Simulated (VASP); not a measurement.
# BiTe (R3m) in VASP: single point with PBE

Aim: the single point of BiTe with PBE.

Program: VASP 6.6.1. These are calculated values, not measurements. Logs are shortened: lines on timing, memory, paths and dates and some standing lists are left out, and cuts for length are marked.

## (1) The cell of the first run

It takes space group R3m (No. 160, trigonal). The conventional cell has a = 4.845 Å, b = 4.845 Å, c = 9.952 Å, α = 90.00°, β = 90.00°, γ = 120.00°. Within 4.2 Å of Bi (site symmetry 3m) lie 6 Te at 3.15 to 3.36 Å. Within 4.2 Å of Te (site symmetry 3m) lie 6 Bi at 3.15 to 3.36 Å.

## (2) Single point, PBE

The input, INCAR:

```
PREC = Accurate
ENCUT = 500
EDIFF = 1E-6
ISMEAR = 0
SIGMA = 0.1
LREAL = F
LASPH = T
NELM = 120
ALGO = Normal
ISIF = 2
LWAVE = F
LCHARG = F
GGA = PE
ISYM = 0
NBANDS = 18
GGA_COMPAT = F
```

The input, KPOINTS:

```
Automatic mesh
0
Gamma
  1 1 4
  0.5 0.5 0.5
```

The input, POSCAR:

```
BiTe
1.0
    2.4227077728      1.3987509848      3.3172919545
   -2.4227077728      1.3987509848      3.3172919545
    0.0000000000     -2.7975019696      3.3172919545
Bi Te
1 1
Direct
    0.5000000000      0.5000000000      0.5000000000
    0.0200967137      0.0200967137      0.0200967137
```

Potentials or basis: VASP PAW PBE potentials, release 64 (Bi_d, Te).

Started as:

```bash
> cat potpaw_PBE.64/Bi_d/POTCAR potpaw_PBE.64/Te/POTCAR > POTCAR
> mpirun -np 1 vasp_std > vasp.out
```

OUTCAR:

```text
PREC = Accurate
   ENCUT = 500
   EDIFF = 1E-6
   ISMEAR = 0
   LREAL = F
   LASPH = T
   NELM = 120
   ISIF = 2
   GGA = PE
   ISYM = 0

 ion  position               nearest neighbor table
   1  0.500  0.500  0.500-   2 3.15   2 3.15   2 3.15   2 3.36   2 3.36   2 3.36
   2  0.020  0.020  0.020-   1 3.15   1 3.15   1 3.15   1 3.36   1 3.36   1 3.36

IMPORTANT INFORMATION: All symmetrisations will be switched off!
NOSYMM: (Re-)initialisation of all symmetry stuff for point group C_1.

----------------------------------------------------------------------------------------

                                     Primitive cell

  volume of cell :      67.4491

  direct lattice vectors                    reciprocal lattice vectors
     2.422707773  1.398750985  3.317291954     0.206380648  0.119153923  0.100483568
    -2.422707773  1.398750985  3.317291954    -0.206380648  0.119153923  0.100483568
     0.000000000 -2.797501970  3.317291954     0.000000000 -0.238307845  0.100483568

  length of vectors
     4.339405856  4.339405856  4.339405856     0.258626326  0.258626326  0.258626326

  position of ions in fractional coordinates (direct lattice)
     0.500000000  0.500000000  0.500000000
     0.020096714  0.020096714  0.020096714

  ion indices of the primitive-cell ions
   primitive index   ion index
                 1           1
                 2           2

----------------------------------------------------------------------------------------

 KPOINTS: Automatic mesh

Automatic generation of k-mesh.
 Grid dimensions read from file:
 generate k-points for:    1    1    4

 Generating k-lattice:

  Cartesian coordinates                     Fractional coordinates (reciprocal lattice)
     0.206380648  0.119153923  0.100483568     1.000000000  0.000000000  0.000000000
    -0.206380648  0.119153923  0.100483568     0.000000000  1.000000000  0.000000000
     0.000000000 -0.059576961  0.025120892     0.000000000  0.000000000  0.250000000

  Length of vectors
     0.258626326  0.258626326  0.064656582

  Shift w.r.t. Gamma in fractional coordinates (k-lattice)
     0.500000000  0.500000000  0.500000000

 -----------------------------------------------------------------------------
|                                                                             |
|           W    W    AA    RRRRR   N    N  II  N    N   GGGG   !!!           |
|           W    W   A  A   R    R  NN   N  II  NN   N  G    G  !!!           |
|           W    W  A    A  R    R  N N  N  II  N N  N  G       !!!           |
[... 51 lines left out ...]
   ISYM   =      0    0-nonsym 1-usesym 2-fastsym
   POTIM  = 0.5000    time-step for ionic-motion
   TEBEG  =    0.0;   TEEND  =   0.0 temperature during run
   PSTRESS=    0.0 pullay stress
   NELECT =      21.0000    total number of electrons
   NUPDOWN=      -1.0000    fix difference up-down
   EMIN   =  10.00;   EMAX   =-10.00  energy-range for DOS
   EFERMI =   0.00;   METHOD = LEGACY
   ISMEAR =     0;   SIGMA  =   0.10  broadening in eV -4-tet -1-fermi 0-gaus
   EFERMI_NEDOS =   21; number of points for ismear=-14 and -15
   IALGO  =     38    algorithm
   IMIX   =      4    mixing-type and parameters
     AMIX     =   0.40;   BMIX     =  1.00
     AMIX_MAG =   1.60;   BMIX_MAG =  1.00
  volume/ion in A,a.u.               =      33.72       227.58
  Fermi-wavevector in a.u.,A,eV,Ry     =   1.109573  2.096789 16.750837  1.231152
  Thomas-Fermi vector in A             =   2.246114
   LORBIT       =      0    0 simple, 1 ext, 2 COOP (PROOUT), +10 PAW based schemes
   GGA     = PE    functional components
   LHFCALC =     F    Hartree Fock is set to
   AEXX    =    0.0000 exact exchange contribution
   IVDW    =     0    specifies the selected vdW correction
   LEPSILON=     F    determine dielectric tensor
   LRPA    =     F    only Hartree local field effects (RPA)
 non-spin polarized calculation
 Gauss-broadening in eV      SIGMA  =   0.10
  energy-cutoff  :      500.00
  volume of cell :       67.45
 maximum number of plane-waves:      1719
 NGX is ok and might be reduce to    32
   NGX = 15   NGY = 15   NGZ = 15

 number of electron      20.9999994 magnetization

 Free energy of the ion-electron system (eV)
  ---------------------------------------------------
  ext. energy  EPLUGINS =         0.00000000
  ---------------------------------------------------
  free energy    TOTEN  =       -10.01556369 eV

  energy without entropy =      -10.01432728  energy(sigma->0) =      -10.01494549

 E-fermi :   6.0647     XC(G=0):  -9.5496

 val. band max:        5.8692656750   @ k =   0.5000   0.5000   0.3750
 cond. band min:       6.2601923304   @ k =   0.5000   0.5000   0.3750
 fundamental gap:      0.3909266554
 Fermi energy:         6.0647290030

 k-point     1 :       0.5000    0.5000    0.1250
  band No.  band energies     occupation
      1     -16.8262      2.00000
      2     -16.7896      2.00000
      3     -16.6910      2.00000
      4     -16.6228      2.00000
      5     -16.5998      2.00000
      6      -5.2131      2.00000
[... 10 lines left out ...]
     17      16.6435      0.00000
     18      17.0233      0.00000

 k-point     2 :       0.5000    0.5000    0.3750
  band No.  band energies     occupation
      1     -16.8228      2.00000
      2     -16.7935      2.00000
      3     -16.6947      2.00000
      4     -16.6121      2.00000
      5     -16.6038      2.00000
      6      -5.0905      2.00000
[... 10 lines left out ...]
     17      15.8815      0.00000
     18      16.6331      0.00000

------------------------ aborting loop because EDIFF is reached ----------------------------------------

  FORCE on cell =-STRESS in cart. coord.  units (eV):
  Direction    XX          YY          ZZ          XY          YZ          ZX
  --------------------------------------------------------------------------------------
  -------------------------------------------------------------------------------------
  Total        5.1274411     -6.3779328    -10.0373240      0.0000286     -2.3076341     -0.0000319
  in kB      121.7965201   -151.5005241   -238.4251930      0.0006803    -54.8152175     -0.0007579
  external PRESSURE =     -89.3763990 kB  Pullay stress =       0.0000000 kB

 VOLUME and BASIS-vectors are now :
 -----------------------------------------------------------------------------
  energy-cutoff  :      500.00
  volume of cell :       67.45
      direct lattice vectors                 reciprocal lattice vectors
     2.422707773  1.398750985  3.317291954     0.206380648  0.119153923  0.100483568
    -2.422707773  1.398750985  3.317291954    -0.206380648  0.119153923  0.100483568
     0.000000000 -2.797501970  3.317291954     0.000000000 -0.238307845  0.100483568

 POSITION                                       TOTAL-FORCE (eV/Angst)
 -----------------------------------------------------------------------------------
      0.00000      0.00000      4.97594         0.000005     -0.040625     -0.695650
      0.00000      0.00000      0.20000        -0.000005      0.040625      0.695650
 -----------------------------------------------------------------------------------
    total drift:                                0.000004      0.000014     -0.000162

  FREE ENERGIE OF THE ION-ELECTRON SYSTEM (eV)
  ---------------------------------------------------
  free  energy   TOTEN  =       -10.0155636925 eV

  energy  without entropy=      -10.0143272801  energy(sigma->0) =      -10.01494549
```

stdout:

```text
POSCAR found type information on POSCAR BiTe
 POSCAR found :  2 types and       2 ions
 scaLAPACK will be used
 LDA part: xc-table for (Slater+PW92), standard interpolation
 -----------------------------------------------------------------------------
|                                                                             |
|           W    W    AA    RRRRR   N    N  II  N    N   GGGG   !!!           |
|           W    W   A  A   R    R  NN   N  II  NN   N  G    G  !!!           |
|           W    W  A    A  R    R  N N  N  II  N N  N  G       !!!           |
|           W WW W  AAAAAA  RRRRR   N  N N  II  N  N N  G  GGG   !            |
|           WW  WW  A    A  R   R   N   NN  II  N   NN  G    G                |
|           W    W  A    A  R    R  N    N  II  N    N   GGGG   !!!           |
|                                                                             |
|     Your reciprocal lattice and k-lattice belong to different lattice       |
|     classes:                                                                |
|                                                                             |
|        The reciprocal lattice is rhombohedral (trigonal),                   |
|        whereas your k-lattice is base-centered monoclinic.                  |
|                                                                             |
|     Results are often still useful ...                                      |
|                                                                             |
 -----------------------------------------------------------------------------

 POSCAR, INCAR and KPOINTS ok, starting setup
 FFT: planning ... GRIDC
 FFT: planning ... GRID_SOFT
 FFT: planning ... GRID
 WAVECAR not read
 entering main loop
```

Wall time 5.4 s (1 thread of Intel Xeon 6975P-C, shared host); peak memory 0.17 GiB.

What came out:

- Free energy: -10.0156 eV
- Pressure: -8.9 GPa
- Largest force: 0.697 eV/Å

Forces in eV/Å, atoms in the order of the input:
```
Bi   0.000 -0.041 -0.696
Te   0.000  0.041  0.696
```

Stress tensor (GPa, compression positive):
```
 12.18   0.00   0.00
  0.00 -15.15  -5.48
  0.00  -5.48 -23.84
```

Caveat: the k points lie up to 1.62 Å⁻¹ apart; spin-orbit coupling is left out, which moves the levels of the heavy elements.
